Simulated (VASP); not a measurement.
# CdHg3 (I4/mmm) in VASP: single point with LDA

Aim: the single point of CdHg3 with LDA.

All numbers are computed with VASP 6.6.1; they aren't measurements. Logs are shortened: lines on timing, memory, paths and dates and some standing lists are left out, and cuts for length are marked.

### 1 The cell of the first run

Symmetry: I4/mmm, No. 139, tetragonal system. The conventional cell has a = 4.319 Å, b = 4.319 Å, c = 10.736 Å, α = 90.00°, β = 90.00°, γ = 90.00°. Within 4.0 Å of Cd (site symmetry 4/mmm) lie 12 Hg at 3.05 to 3.44 Å. Within 4.0 Å of Hg (site symmetry -4m2) lie 8 Hg at 3.05 to 3.44 Å and 4 Cd at 3.44 Å. Within 4.0 Å of Hg (site symmetry 4/mmm) lie 4 Cd at 3.05 Å and 8 Hg at 3.44 Å.

### 2 Single point, LDA

The input, INCAR:

```
SYSTEM = CdHg3
PREC     = Accurate       ! precision mode
ENCUT    = 520            ! plane-wave cutoff, eV
EDIFF    = 1E-6           ! SCF threshold, eV
ISMEAR   = -1             ! smearing method
SIGMA    = 0.1            ! smearing width, eV
LREAL    = .False.        ! projectors in reciprocal space
LASPH    = .True.         ! aspherical terms in the spheres
NELM     = 60             ! most SCF steps
ALGO     = Normal         ! electronic algorithm
ISIF     = 2              ! what is computed and relaxed
LWAVE    = .False.        ! write WAVECAR
LCHARG   = .True.         ! write CHGCAR
LELF     = .True.         ! ELF
LVHAR    = .True.       
NBANDS   = 32             ! bands
```

The input, KPOINTS:

```
regular mesh
0
Gamma
  8 8 8
  0 0 0
```

The input, POSCAR:

```
CdHg3
1.0
   -2.1593000000      2.1593000000      5.3682000000
    2.1593000000     -2.1593000000      5.3682000000
    2.1593000000      2.1593000000     -5.3682000000
Cd Hg
1 3
Direct
    0.0000000000      0.0000000000      0.0000000000
    0.7500000000      0.2500000000      0.5000000000
    0.2500000000      0.7500000000      0.5000000000
    0.5000000000      0.5000000000      0.0000000000
```

Potentials or basis: VASP PAW LDA potentials, release 64 (Cd, Hg).

The run is started by

```bash
$ cat potpaw_LDA.64/Cd/POTCAR potpaw_LDA.64/Hg/POTCAR > POTCAR
$ mpirun -np 1 vasp_std > vasp.out
```

OUTCAR:

```text
SYSTEM = CdHg3
   PREC = Accurate
   ENCUT = 520
   EDIFF = 1E-6
   ISMEAR = -1
   LREAL = .False.
   LASPH = .True.
   NELM = 60
   ISIF = 2

 ion  position               nearest neighbor table
   1  0.000  0.000  0.000-   4 3.05   4 3.05   4 3.05   4 3.05   3 3.44   2 3.44   3 3.44   3 3.44
                             2 3.44   2 3.44   3 3.44   2 3.44
   2  0.750  0.250  0.500-   3 3.05   3 3.05   3 3.05   3 3.05   4 3.44   1 3.44   4 3.44   1 3.44
                             4 3.44   4 3.44   1 3.44   1 3.44
   3  0.250  0.750  0.500-   2 3.05   2 3.05   2 3.05   2 3.05   4 3.44   1 3.44   4 3.44   4 3.44
                             1 3.44   1 3.44   4 3.44   1 3.44
   4  0.500  0.500  0.000-   1 3.05   1 3.05   1 3.05   1 3.05   3 3.44   2 3.44   3 3.44   2 3.44
                             3 3.44   3 3.44   2 3.44   2 3.44

  LATTYP: Found a body centered tetragonal cell.
 ALAT       =     4.3186000000
 C/A-ratio  =     2.4860834530

  Lattice vectors:

 A1 = (  -2.1593000000,   2.1593000000,   5.3682000000)
 A2 = (   2.1593000000,  -2.1593000000,   5.3682000000)
 A3 = (   2.1593000000,   2.1593000000,  -5.3682000000)

Analysis of symmetry for initial positions (statically):
=====================================================================
 Subroutine PRICEL returns:
 Original cell was already a primitive cell.

 Routine SETGRP: Setting up the symmetry group for a
 body centered tetragonal supercell.

 Subroutine GETGRP returns: Found 16 space group operations
 (whereof 16 operations were pure point group operations)
 out of a pool of 16 trial point group operations.

The static configuration has the point symmetry D_4h.

Analysis of symmetry for dynamics (positions and initial velocities):
=====================================================================
 Subroutine PRICEL returns:
 Original cell was already a primitive cell.

 Routine SETGRP: Setting up the symmetry group for a
 body centered tetragonal supercell.

 Subroutine GETGRP returns: Found 16 space group operations
 (whereof 16 operations were pure point group operations)
 out of a pool of 16 trial point group operations.

The dynamic configuration has the point symmetry D_4h.

 Subroutine INISYM returns: Found 16 space group operations
 (whereof 16 operations are pure point group operations),
 and found     1 'primitive' translations
[... 95 lines left out ...]
   LSORBIT =      F    spin-orbit coupling
   LASPH  =      T    aspherical Exc in radial PAW
   ENCUT  =  520.0 eV  38.22 Ry    6.18 a.u.  11.48 11.48 11.48*2*pi/ulx,y,z
   NELM   =     60;   NELMIN=  2; NELMDL= -5     # of ELM steps
   EDIFF  = 0.1E-05   stopping-criterion for ELM
   LREAL  =      F    real-space projection
   EDIFFG = 0.1E-04   stopping-criterion for IOM
   NSW    =      0    number of steps for IOM
   IBRION =     -1    ionic relax: 0-MD 1-quasi-New 2-CG
   NFREE  =      0    steps in history (QN), initial steepest desc. (CG)
   ISIF   =      2    stress and relaxation
   ISYM   =      2    0-nonsym 1-usesym 2-fastsym
   POTIM  = 0.5000    time-step for ionic-motion
   TEBEG  =    0.0;   TEEND  =   0.0 temperature during run
   PSTRESS=    0.0 pullay stress
   NELECT =      48.0000    total number of electrons
   NUPDOWN=      -1.0000    fix difference up-down
   EMIN   =  10.00;   EMAX   =-10.00  energy-range for DOS
   EFERMI =   0.00;   METHOD = LEGACY
   ISMEAR =    -1;   SIGMA  =   0.10  broadening in eV -4-tet -1-fermi 0-gaus
   EFERMI_NEDOS =   21; number of points for ismear=-14 and -15
   IALGO  =     38    algorithm
   IMIX   =      4    mixing-type and parameters
     AMIX     =   0.40;   BMIX     =  1.00
     AMIX_MAG =   1.60;   BMIX_MAG =  1.00
  volume/ion in A,a.u.               =      25.03       168.91
  Fermi-wavevector in a.u.,A,eV,Ry     =   1.281299  2.421303 22.337041  1.641726
  Thomas-Fermi vector in A             =   2.413677
   LORBIT       =      0    0 simple, 1 ext, 2 COOP (PROOUT), +10 PAW based schemes
   GGA     = CA    functional components
   LHFCALC =     F    Hartree Fock is set to
   AEXX    =    0.0000 exact exchange contribution
   IVDW    =     0    specifies the selected vdW correction
   LEPSILON=     F    determine dielectric tensor
   LRPA    =     F    only Hartree local field effects (RPA)
 non-spin polarized calculation
  energy-cutoff  :      520.00
  volume of cell :      100.12
 maximum number of plane-waves:      2720
 NGX is ok and might be reduce to    48
   NGX = 23   NGY = 23   NGZ = 23

 number of electron      48.0000001 magnetization

 Free energy of the ion-electron system (eV)
  ---------------------------------------------------
  ext. energy  EPLUGINS =         0.00000000
  ---------------------------------------------------
  free energy    TOTEN  =        -4.15301643 eV

  energy without entropy =       -4.10954111  energy(sigma->0) =       -4.13127877

 E-fermi :   1.8955     XC(G=0): -10.8044

 val. band max:        1.8877665697   @ k =   0.5000   0.2500   0.1250
 cond. band min:       1.9261083683   @ k =   0.2500   0.1250   0.1250
 fundamental gap:      0.0383417986
 Fermi energy:         1.8955259233

 k-point     1 :       0.0000    0.0000    0.0000
  band No.  band energies     occupation
      1      -6.8080      2.00000
      2      -6.6901      2.00000
      3      -6.6607      2.00000
      4      -6.5535      2.00000
      5      -6.4485      2.00000
      6      -6.4485      2.00000
[... 829 lines left out ...]
     31      10.6645      0.00000
     32      10.8300      0.00000

 [... further k-points ...]

------------------------ aborting loop because EDIFF is reached ----------------------------------------

  FORCE on cell =-STRESS in cart. coord.  units (eV):
  Direction    XX          YY          ZZ          XY          YZ          ZX
  --------------------------------------------------------------------------------------
  -------------------------------------------------------------------------------------
  Total       -2.6687692     -2.6687692     -2.7425162      0.0000000      0.0000000      0.0000000
  in kB      -42.7077762    -42.7077762    -43.8879331      0.0000000      0.0000000      0.0000000
  external PRESSURE =     -43.1011618 kB  Pullay stress =       0.0000000 kB

 VOLUME and BASIS-vectors are now :
 -----------------------------------------------------------------------------
  energy-cutoff  :      520.00
  volume of cell :      100.12
      direct lattice vectors                 reciprocal lattice vectors
    -2.159300000  2.159300000  5.368200000     0.000000000  0.231556523  0.093141090
     2.159300000 -2.159300000  5.368200000     0.231556523  0.000000000  0.093141090
     2.159300000  2.159300000 -5.368200000     0.231556523  0.231556523  0.000000000

 POSITION                                       TOTAL-FORCE (eV/Angst)
 -----------------------------------------------------------------------------------
      0.00000      0.00000      0.00000         0.000000     -0.000000      0.000000
      0.00000      2.15930      2.68410         0.000000     -0.000000     -0.000000
      2.15930      0.00000      2.68410        -0.000000      0.000000      0.000000
      0.00000      0.00000      5.36820         0.000000     -0.000000      0.000000
 -----------------------------------------------------------------------------------
    total drift:                                0.000000     -0.000000      0.000000

  FREE ENERGIE OF THE ION-ELECTRON SYSTEM (eV)
  ---------------------------------------------------
  free  energy   TOTEN  =        -4.1530164333 eV

  energy  without entropy=       -4.1095411106  energy(sigma->0) =       -4.13127877
```

OSZICAR:

```text
N       E                     dE             d eps       ncg     rms          rms(c)
DAV:   1     0.400476068304E+03    0.40048E+03   -0.24556E+04  3800   0.146E+03
DAV:   2     0.793483682625E+01   -0.39254E+03   -0.36872E+03  3928   0.389E+02
DAV:   3    -0.431450555695E+01   -0.12249E+02   -0.12106E+02  4376   0.764E+01
DAV:   4    -0.436072978965E+01   -0.46224E-01   -0.46202E-01  3864   0.400E+00
DAV:   5    -0.436081909195E+01   -0.89302E-04   -0.89301E-04  4416   0.179E-01    0.585E+00
DAV:   6    -0.417560296154E+01    0.18522E+00   -0.44677E-01  3896   0.569E+00    0.459E+00
DAV:   7    -0.415563670286E+01    0.19966E-01   -0.52929E-02  4080   0.149E+00    0.215E+00
DAV:   8    -0.415301309184E+01    0.26236E-02   -0.63554E-03  4240   0.790E-01    0.138E-01
DAV:   9    -0.415301173688E+01    0.13550E-05   -0.18499E-04  4056   0.133E-01    0.503E-02
DAV:  10    -0.415301694111E+01   -0.52042E-05   -0.22870E-05  4200   0.401E-02    0.847E-03
DAV:  11    -0.415301643326E+01    0.50785E-06   -0.97743E-07  2640   0.900E-03
   1 F= -.41530164E+01 E0= -.41312788E+01  d E =-.434753E-01
```

Run time: 9.4 min. Hardware: 1 thread of Oxide Virtual Turin-like, shared host; peak memory 0.32 GiB.

Results:

| Item | Value |
| --- | --- |
| Free energy | -4.1530 eV |
| Pressure | -4.3 GPa |
| Band gap on the k mesh | zero (band 24 reaches 3.36 eV, above the bottom of band 25 at 0.55 eV) |

Stress tensor (GPa, compression positive):
```
-4.27  0.00  0.00
 0.00 -4.27  0.00
 0.00  0.00 -4.39
```

Caveat: spin-orbit coupling is left out, which moves the levels of the heavy elements.
